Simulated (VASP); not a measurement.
# TiSi4Ir (P4/mmm) in VASP: a series of runs, part 2 of 2

VASP 6.6.1. Earlier steps stand in the parts before.

**3. Single point, PBE**

This run uses another cell than the first one, of 15.82 Å³/atom.

File INCAR:

```
PREC     = Accurate       # precision mode
ENCUT    = 500            # plane-wave cutoff, eV
EDIFF    = 1E-6           # SCF threshold, eV
ISMEAR   = 0              # smearing method
SIGMA    = 0.1            # smearing width, eV
LREAL    = F              # projectors in reciprocal space
LASPH    = T              # aspherical terms in the spheres
NELM     = 120            # most SCF steps
ALGO     = Normal         # electronic algorithm
ISIF     = 2              # what is computed and relaxed
LWAVE    = F              # write WAVECAR
LCHARG   = F              # write CHGCAR
GGA      = PE             # functional
NBANDS   = 28             # bands
GGA_COMPAT= F
```

File KPOINTS:

```
regular mesh
0
Gamma
  10 10 6
```

File POSCAR:

```
TiSi4Ir
1.0
    3.6126834685      0.0000000000      0.0000000000
    0.0000000000      3.6126834685      0.0000000000
    0.0000000000      0.0000000000      7.2738386072
Ti Si Ir
1 4 1
Direct
    0.0000000000      0.0000000000      0.0000000000
    0.5000000000      0.0000000000      0.7362711845
    0.0000000000      0.5000000000      0.2637288155
    0.5000000000      0.0000000000      0.2637288155
    0.0000000000      0.5000000000      0.7362711845
    0.5000000000      0.5000000000      0.5000000000
```

Potentials or basis: VASP PAW PBE potentials, release 64 (Ti_sv, Si, Ir).

Run with:

```console
$ cat potpaw_PBE.64/Ti_sv/POTCAR potpaw_PBE.64/Si/POTCAR potpaw_PBE.64/Ir/POTCAR > POTCAR
$ mpirun -np 1 vasp_std > vasp.out
```

OUTCAR:

```text
PREC = Accurate
   ENCUT = 500
   EDIFF = 1E-6
   ISMEAR = 0
   LREAL = F
   LASPH = T
   NELM = 120
   ISIF = 2
   GGA = PE

 ion  position               nearest neighbor table
   1  0.000  0.000  0.000-   2 2.63   3 2.63   4 2.63   5 2.63   3 2.63   5 2.63   2 2.63   4 2.63

   2  0.500  0.000  0.736-   6 2.49   6 2.49   5 2.55   5 2.55   5 2.55   5 2.55   1 2.63   1 2.63

   3  0.000  0.500  0.264-   6 2.49   6 2.49   4 2.55   4 2.55   4 2.55   4 2.55   1 2.63   1 2.63

   4  0.500  0.000  0.264-   6 2.49   6 2.49   3 2.55   3 2.55   3 2.55   3 2.55   1 2.63   1 2.63

   5  0.000  0.500  0.736-   6 2.49   6 2.49   2 2.55   2 2.55   2 2.55   2 2.55   1 2.63   1 2.63

   6  0.500  0.500  0.500-   2 2.49   3 2.49   4 2.49   5 2.49   2 2.49   4 2.49   3 2.49   5 2.49

  LATTYP: Found a simple tetragonal cell.
 ALAT       =     3.6126834685
 C/A-ratio  =     2.0134170820

  Lattice vectors:

 A1 = (   3.6126834685,   0.0000000000,   0.0000000000)
 A2 = (   0.0000000000,   3.6126834685,   0.0000000000)
 A3 = (   0.0000000000,   0.0000000000,   7.2738386072)

Analysis of symmetry for initial positions (statically):
=====================================================================
 Subroutine PRICEL returns:
 Original cell was already a primitive cell.

 Routine SETGRP: Setting up the symmetry group for a
 simple tetragonal supercell.

 Subroutine GETGRP returns: Found 16 space group operations
 (whereof 16 operations were pure point group operations)
 out of a pool of 16 trial point group operations.

The static configuration has the point symmetry D_4h.

Analysis of symmetry for dynamics (positions and initial velocities):
=====================================================================
 Subroutine PRICEL returns:
 Original cell was already a primitive cell.

 Routine SETGRP: Setting up the symmetry group for a
 simple tetragonal supercell.

[... 127 lines left out ...]
   ISMEAR =     0;   SIGMA  =   0.10  broadening in eV -4-tet -1-fermi 0-gaus
   EFERMI_NEDOS =   21; number of points for ismear=-14 and -15
   IALGO  =     38    algorithm
   IMIX   =      4    mixing-type and parameters
     AMIX     =   0.40;   BMIX     =  1.00
     AMIX_MAG =   1.60;   BMIX_MAG =  1.00
  volume/ion in A,a.u.               =      15.82       106.77
  Fermi-wavevector in a.u.,A,eV,Ry     =   1.195825  2.259781 19.456292  1.429997
  Thomas-Fermi vector in A             =   2.331781
   LORBIT       =      0    0 simple, 1 ext, 2 COOP (PROOUT), +10 PAW based schemes
   GGA     = PE    functional components
   LHFCALC =     F    Hartree Fock is set to
   AEXX    =    0.0000 exact exchange contribution
   IVDW    =     0    specifies the selected vdW correction
   LEPSILON=     F    determine dielectric tensor
   LRPA    =     F    only Hartree local field effects (RPA)
 non-spin polarized calculation
 Gauss-broadening in eV      SIGMA  =   0.10
  energy-cutoff  :      500.00
  volume of cell :       94.93
 maximum number of plane-waves:      2435
 NGX is ok and might be reduce to    28
   NGX = 13   NGY = 13   NGZ = 27

 number of electron      37.0000004 magnetization

 Free energy of the ion-electron system (eV)
  ---------------------------------------------------
  ext. energy  EPLUGINS =         0.00000000
  ---------------------------------------------------
  free energy    TOTEN  =       -40.78201022 eV

  energy without entropy =      -40.76578460  energy(sigma->0) =      -40.77389741

 E-fermi :   8.5440     XC(G=0): -11.2069

 val. band max:        8.5439281207   @ k =   0.5000   0.1000   0.5000
 cond. band min:       8.5455052946   @ k =   0.4000   0.2000   0.5000
 fundamental gap:      0.0015771739
 Fermi energy:         8.5439879260

 k-point     1 :       0.0000    0.0000    0.0000
  band No.  band energies     occupation
      1     -48.1585      2.00000
      2     -24.4541      2.00000
      3     -24.4541      2.00000
      4     -24.3783      2.00000
      5      -4.1312      2.00000
      6      -2.4851      2.00000
[... 733 lines left out ...]
     27      13.8571      0.00000
     28      14.0490      0.00000

 [... further k-points ...]
[... 5 lines left out ...]
  --------------------------------------------------------------------------------------
  -------------------------------------------------------------------------------------
  Total        0.0269661      0.0269661      0.0315970      0.0000000     -0.0000000      0.0000000
  in kB        0.4550991      0.4550991      0.5332531      0.0000000     -0.0000000      0.0000000
  external PRESSURE =       0.4811504 kB  Pullay stress =       0.0000000 kB

 VOLUME and BASIS-vectors are now :
 -----------------------------------------------------------------------------
  energy-cutoff  :      500.00
  volume of cell :       94.93
      direct lattice vectors                 reciprocal lattice vectors
     3.612683469  0.000000000  0.000000000     0.276802551  0.000000000  0.000000000
     0.000000000  3.612683469  0.000000000     0.000000000  0.276802551  0.000000000
     0.000000000  0.000000000  7.273838607     0.000000000  0.000000000  0.137478992

 POSITION                                       TOTAL-FORCE (eV/Angst)
 -----------------------------------------------------------------------------------
      0.00000      0.00000      0.00000         0.000000      0.000000      0.000000
      1.80634      0.00000      5.35552        -0.000000      0.000000      0.008687
      0.00000      1.80634      1.91832         0.000000      0.000000     -0.008687
      1.80634      0.00000      1.91832        -0.000000      0.000000     -0.008687
      0.00000      1.80634      5.35552         0.000000     -0.000000      0.008687
      1.80634      1.80634      3.63692         0.000000      0.000000      0.000000
 -----------------------------------------------------------------------------------
    total drift:                                0.000000      0.000000      0.000000

  FREE ENERGIE OF THE ION-ELECTRON SYSTEM (eV)
  ---------------------------------------------------
  free  energy   TOTEN  =       -40.7820102207 eV

  energy  without entropy=      -40.7657845953  energy(sigma->0) =      -40.77389741
```

OSZICAR:

```text
N       E                     dE             d eps       ncg     rms          rms(c)
DAV:   1     0.277397945621E+03    0.27740E+03   -0.15434E+04  4704   0.122E+03
DAV:   2    -0.183180626655E+02   -0.29572E+03   -0.28052E+03  4728   0.338E+02
DAV:   3    -0.425320651701E+02   -0.24214E+02   -0.23475E+02  7016   0.937E+01
DAV:   4    -0.435408835768E+02   -0.10088E+01   -0.10017E+01  6788   0.178E+01
DAV:   5    -0.435660418562E+02   -0.25158E-01   -0.25144E-01  6780   0.264E+00    0.205E+01
DAV:   6    -0.416472707838E+02    0.19188E+01   -0.18695E+01  6532   0.339E+01    0.847E+00
DAV:   7    -0.416447590692E+02    0.25117E-02   -0.17796E+01  6424   0.270E+01    0.803E+00
DAV:   8    -0.408749897757E+02    0.76977E+00   -0.25780E+00  6492   0.136E+01    0.435E+00
DAV:   9    -0.408001145666E+02    0.74875E-01   -0.59288E-01  7092   0.555E+00    0.137E+00
DAV:  10    -0.407812827161E+02    0.18832E-01   -0.92353E-02  6368   0.220E+00    0.568E-01
DAV:  11    -0.407820149111E+02   -0.73220E-03   -0.73914E-03  5984   0.574E-01    0.105E-01
DAV:  12    -0.407820203889E+02   -0.54778E-05   -0.56113E-04  6676   0.132E-01    0.489E-02
DAV:  13    -0.407820053709E+02    0.15018E-04   -0.14495E-04  6492   0.998E-02    0.184E-02
DAV:  14    -0.407820105813E+02   -0.52104E-05   -0.16805E-05  7164   0.224E-02    0.941E-03
DAV:  15    -0.407820102207E+02    0.36068E-06   -0.26681E-06  4728   0.135E-02
   1 F= -.40782010E+02 E0= -.40773897E+02  d E =-.162256E-01
```

stdout:

```text
POSCAR found type information on POSCAR TiSiIr
 POSCAR found :  3 types and       6 ions
 scaLAPACK will be used
 LDA part: xc-table for (Slater+PW92), standard interpolation
 POSCAR, INCAR and KPOINTS ok, starting setup
 FFT: planning ... GRIDC
 FFT: planning ... GRID_SOFT
 FFT: planning ... GRID
 WAVECAR not read
 entering main loop
```

It took 2.2 min on 1 thread of AMD EPYC 9R45 (Zen 5), shared host; peak memory 0.31 GiB.

Results:

```yaml
Free_energy: -40.7820 eV
Pressure: 0.0 GPa
Largest_force: 0.009 eV/Å
Band_gap_on_the_k_mesh: zero (an odd number of electrons rules out a gap without spin polarisation)
```

Forces in eV/Å, atoms in the order of the input:
```
Ti   0.000  0.000  0.000
Si   0.000  0.000  0.009
Si   0.000  0.000 -0.009
Si   0.000  0.000 -0.009
Si   0.000  0.000  0.009
Ir   0.000  0.000  0.000
```

Levels at points of the mesh, in eV from the Fermi level:
| k point | band 15 | band 16 | band 17 | band 18 | band 19 | band 20 | band 21 | band 22 | band 23 | band 24 |
| --- | --- | --- | --- | --- | --- | --- | --- | --- | --- | --- |
| (0.00, 0.00, 0.00) | -1.87 | -1.25 | -0.93 | -0.87 | -0.87 | -0.59 | 1.68 | 2.69 | 3.63 | 3.70 |
| (0.50, 0.00, 0.00) | -1.49 | -1.06 | -1.01 | -0.67 | -0.57 | 1.64 | 1.97 | 2.20 | 2.81 | 2.97 |
| (0.50, 0.50, 0.00) | -2.54 | -1.78 | -1.78 | -1.75 | -1.32 | -0.81 | 1.91 | 2.61 | 2.81 | 2.81 |
| (0.00, 0.00, 0.50) | -2.70 | -1.86 | -0.13 | 0.56 | 0.56 | 1.12 | 1.46 | 1.53 | 1.53 | 1.66 |
| (0.50, 0.00, 0.50) | -1.48 | -1.35 | -1.13 | -0.48 | 0.19 | 0.57 | 0.63 | 2.21 | 2.67 | 2.90 |
| (0.50, 0.50, 0.50) | -1.87 | -1.87 | -1.82 | -1.75 | -1.04 | 0.14 | 1.91 | 2.36 | 2.38 | 3.69 |

Caveat: spin-orbit coupling is left out, which moves the levels of the heavy elements; an odd number of electrons without spin polarisation forces a metal; a magnetic or distorted state may lie lower.

The gap in the log of VASP goes by the Fermi energy; the results here count the filled bands.